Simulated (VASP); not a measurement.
# LiC18 in VASP: single point with PBEsol

Aim: the single point of LiC18 with PBEsol.

Everything below comes from runs of VASP 6.6.1. Logs are shortened: lines on timing, memory, paths and dates and some standing lists are left out, and cuts for length are marked.

**1. The cell of the first run**

The cell holds a slab with vacuum, 19 atoms: a = 7.398 Å, b = 7.398 Å, c = 13.000 Å, α = 90.00°, β = 90.00°, γ = 120.00°.

**2. Single point, PBEsol, collinear spin, zero start**

INCAR reads:

```
SYSTEM = LiC18
  ALGO = Normal
  EDIFF = 1E-6
  ENCUT = 520
  GGA = PS
  ISIF = 2
  ISMEAR = 0
  ISPIN = 2
  LASPH = .True.
  LCHARG = .False.
  LORBIT = 11
  LREAL = Auto
  LWAVE = .False.
  MAGMOM = 0 0 0 0 0 0 0 0 0 0 0 0 0 0 0 0 0 0 0
  NBANDS = 56
  NELM = 150
  PREC = Accurate
  SIGMA = 0.02
```

KPOINTS reads:

```
k-points
0
Gamma
  2 2 1
  0 0 0
```

POSCAR reads:

```
LiC18
1.0
    7.3980000000      0.0000000000      0.0000000000
   -3.6990000000      6.4068560000      0.0000000000
    0.0000000000      0.0000000000     13.0000000000
C Li
18 1
Direct
   -0.0013623963     -0.0040781313      0.0781882308
    0.2203729671      0.1060354720      0.0781214615
   -0.0023409678      0.3287595351      0.0782081538
    0.2197554249      0.4398041723      0.0771250769
   -0.0013489679      0.6625875468      0.0782223846
    0.2203859988      0.7741864340      0.0783263846
    0.3319927303     -0.0040796921      0.0781898462
    0.5541991584      0.1070225396      0.0782031538
    0.3314220262      0.3281322383      0.0769844615
    0.5547616943      0.4398029236      0.0770548462
    0.3314321103      0.6631332123      0.0773226923
    0.5547482414      0.7747854798      0.0773886154
    0.6657981186     -0.0031126031      0.0783650000
    0.8875324040      0.1070242565      0.0782145385
    0.6658125969      0.3287576621      0.0781638462
    0.8875468550      0.4403802739      0.0781843846
    0.6664192440      0.6631358657      0.0772600769
    0.8885171475      0.7741889314      0.0782900769
    0.4424986727      0.5497005083      0.2043410769
```

Potentials or basis: VASP PAW PBE potentials, release 64 (C, Li_sv).

Started as:

```bash
cat potpaw_PBE.64/C/POTCAR potpaw_PBE.64/Li_sv/POTCAR > POTCAR
mpirun -np 1 vasp_std > vasp.out
```

OUTCAR:

```text
SYSTEM = LiC18
   EDIFF = 1E-6
   ENCUT = 520
   GGA = PS
   ISIF = 2
   ISMEAR = 0
   ISPIN = 2
   LASPH = .True.
   LORBIT = 11
   LREAL = Auto
   NELM = 150
   PREC = Accurate

 ion  position               nearest neighbor table
   1  0.999  0.996  0.078-  18 1.42   2 1.42  14 1.42
   2  0.220  0.106  0.078-   7 1.42   1 1.42   9 1.42
   3  0.998  0.329  0.078-  16 1.42  14 1.42   4 1.42
   4  0.220  0.440  0.077-   3 1.42  11 1.43   9 1.43  19 2.18
   5  0.999  0.663  0.078-   6 1.42  18 1.42  16 1.42
   6  0.220  0.774  0.078-   7 1.42   5 1.42  11 1.42
   7  0.332  0.996  0.078-   6 1.42   2 1.42   8 1.42
   8  0.554  0.107  0.078-  13 1.42  15 1.42   7 1.42
   9  0.331  0.328  0.077-   2 1.42   4 1.43  10 1.43  19 2.18
  10  0.555  0.440  0.077-  15 1.42  17 1.43   9 1.43  19 2.18
  11  0.331  0.663  0.077-   6 1.42  12 1.43   4 1.43  19 2.19
  12  0.555  0.775  0.077-  13 1.42  11 1.43  17 1.43  19 2.19
  13  0.666  0.997  0.078-   8 1.42  14 1.42  12 1.42
  14  0.888  0.107  0.078-  13 1.42   3 1.42   1 1.42
  15  0.666  0.329  0.078-  16 1.42   8 1.42  10 1.42
  16  0.888  0.440  0.078-   3 1.42  15 1.42   5 1.42
  17  0.666  0.663  0.077-  18 1.42  12 1.43  10 1.43  19 2.19
  18  0.889  0.774  0.078-   1 1.42   5 1.42  17 1.42
  19  0.442  0.550  0.204-   9 2.18  10 2.18   4 2.18  17 2.19  11 2.19  12 2.19

  LATTYP: Found a hexagonal cell.
 ALAT       =     7.3980000000
 C/A-ratio  =     1.7572316842

  Lattice vectors:

 A1 = (   7.3980000000,   0.0000000000,   0.0000000000)
 A2 = (  -3.6990000000,   6.4068560000,   0.0000000000)
 A3 = (   0.0000000000,   0.0000000000,  13.0000000000)

Analysis of symmetry for initial positions (statically):
=====================================================================
 Subroutine PRICEL returns:
 Original cell was already a primitive cell.

 Routine SETGRP: Setting up the symmetry group for a
 hexagonal supercell.

 Subroutine GETGRP returns: Found  1 space group operations
 (whereof  1 operations were pure point group operations)
 out of a pool of 24 trial point group operations.

The static configuration has the point symmetry C_1 .

Analysis of symmetry for dynamics (positions and initial velocities):
=====================================================================
 Subroutine PRICEL returns:
 Original cell was already a primitive cell.

[... 174 lines left out ...]

 number of electron      74.9999992 magnetization       0.0000000

 Free energy of the ion-electron system (eV)
  ---------------------------------------------------
  ext. energy  EPLUGINS =         0.00000000
  ---------------------------------------------------
  free energy    TOTEN  =      -175.42104094 eV

  energy without entropy =     -175.42104094  energy(sigma->0) =     -175.42104094

 E-fermi :  -1.0624     XC(G=0):  -3.3995

 val. band max:       -1.1743550064   @ k =   0.0000   0.0000   0.0000
 cond. band min:       0.3971667141   @ k =   0.5000   0.0000   0.0000
 fundamental gap:      1.5715217206
 Fermi energy:        -1.0623764050

 spin component 1

 k-point     1 :       0.0000    0.0000    0.0000
  band No.  band energies     occupation
      1     -48.6777      1.00000
      2     -20.6102      1.00000
      3     -18.1915      1.00000
      4     -18.0731      1.00000
      5     -18.0730      1.00000
      6     -17.8939      1.00000
[... 197 lines left out ...]
     48       3.6770      0.00000
     49       3.8257      0.00000
 Fermi energy:        -1.0623764050

 spin component 2

 k-point     1 :       0.0000    0.0000    0.0000
  band No.  band energies     occupation
      1     -48.6777      1.00000
      2     -20.6102      1.00000
      3     -18.1915      1.00000
      4     -18.0731      1.00000
      5     -18.0730      1.00000
      6     -17.8939      1.00000
[... 197 lines left out ...]
     48       3.6762      0.00000
     49       3.8259      0.00000
 [bands above 49 left out]

------------------------ aborting loop because EDIFF is reached ----------------------------------------

  FORCE on cell =-STRESS in cart. coord.  units (eV):
  Direction    XX          YY          ZZ          XY          YZ          ZX
  --------------------------------------------------------------------------------------
  -------------------------------------------------------------------------------------
  Total        2.1981068      2.1862703     -0.1133720     -0.0051786      0.0209484     -0.0124860
  in kB        5.7155330      5.6847555     -0.2947907     -0.0134653      0.0544703     -0.0324662
  external PRESSURE =       3.7018326 kB  Pullay stress =       0.0000000 kB

 VOLUME and BASIS-vectors are now :
 -----------------------------------------------------------------------------
  energy-cutoff  :      520.00
  volume of cell :      616.17
      direct lattice vectors                 reciprocal lattice vectors
     7.398000000  0.000000000  0.000000000     0.135171668  0.078041398  0.000000000
    -3.699000000  6.406856000  0.000000000     0.000000000  0.156082796  0.000000000
     0.000000000  0.000000000 13.000000000     0.000000000  0.000000000  0.076923077

 POSITION                                       TOTAL-FORCE (eV/Angst)
 -----------------------------------------------------------------------------------
      3.70401      6.38073      1.01645        -0.001930      0.008176     -0.002811
      1.23809      0.67935      1.01558        -0.000127      0.008581      0.001578
      6.16460      2.10632      1.01671         0.008750      0.003548      0.001785
     -0.00108      2.81776      1.00263        -0.006861     -0.005100     -0.006423
      4.93711      4.24510      1.01689         0.005920     -0.003790     -0.003545
     -1.23330      4.96010      1.01824         0.008470      0.000420     -0.001350
[... 11 lines left out ...]
      3.70952      4.96012      1.01777        -0.000800     -0.002375     -0.002311
      1.24026      3.52185      2.65643        -0.001914      0.017743      0.047469
 -----------------------------------------------------------------------------------
    total drift:                               -0.002212     -0.001473     -0.033451

  FREE ENERGIE OF THE ION-ELECTRON SYSTEM (eV)
  ---------------------------------------------------
  free  energy   TOTEN  =      -175.4210409364 eV

  energy  without entropy=     -175.4210409364  energy(sigma->0) =     -175.42104094

 total charge

# of ion       s       p       d       tot
------------------------------------------
    1        0.856   1.792   0.000   2.649
    2        0.856   1.795   0.000   2.651
    3        0.856   1.795   0.000   2.651
    4        0.854   1.795   0.000   2.648
    5        0.857   1.792   0.000   2.649
    6        0.856   1.795   0.000   2.651
[... 11 lines left out ...]
   18        0.856   1.795   0.000   2.651
   19        2.010   0.064   0.000   2.074
--------------------------------------------------
tot         17.406  32.356   0.000  49.762

 magnetization (x)

# of ion       s       p       d       tot
------------------------------------------
    1        0.000  -0.000   0.000  -0.000
    2        0.000   0.000   0.000   0.000
    3        0.000   0.000   0.000   0.000
    4       -0.000  -0.000   0.000  -0.000
    5        0.000  -0.000   0.000  -0.000
    6        0.000   0.000   0.000   0.000
[... 11 lines left out ...]
   18        0.000   0.000   0.000   0.000
   19       -0.000  -0.000   0.000  -0.000
--------------------------------------------------
tot         -0.000  -0.000   0.000  -0.000
```

Run time: 12 min. Hardware: 1 thread of AMD EPYC 7R13 (Zen 3), shared host; peak memory 0.88 GiB.

Results:

- Free energy: -175.4210 eV
- Largest force: 0.051 eV/Å
- Net moment: 0.00 μB per cell
- Valence electrons inside the program's atomic spheres: C 2.65; Li 2.07

Forces on the atoms (eV/Å):
```
C   -0.002  0.008 -0.003
C    0.000  0.009  0.002
C    0.009  0.004  0.002
C   -0.007 -0.005 -0.006
C    0.006 -0.004 -0.004
C    0.008  0.000 -0.001
C    0.006  0.003  0.005
C   -0.005 -0.003  0.002
C   -0.002 -0.008 -0.003
C    0.003 -0.009 -0.007
C   -0.009 -0.009 -0.009
C   -0.006  0.006 -0.012
C   -0.004 -0.005 -0.002
C    0.007 -0.001 -0.003
C   -0.005  0.000  0.003
C    0.003  0.002  0.000
C    0.000 -0.003 -0.009
C   -0.001 -0.002 -0.002
Li  -0.002  0.018  0.047
```

Caveat: the k points lie up to 0.49 Å⁻¹ apart; the cutoff is under 1.25 times the usual one of these potentials, so pressure, stress and relaxed cells hold a basis-set (Pulay) error; there is no dipole correction, which matters where the two faces differ; no moment was typed at the start, so none could form; the PAW data sets were made with another functional, which shifts forces and pressure a little.
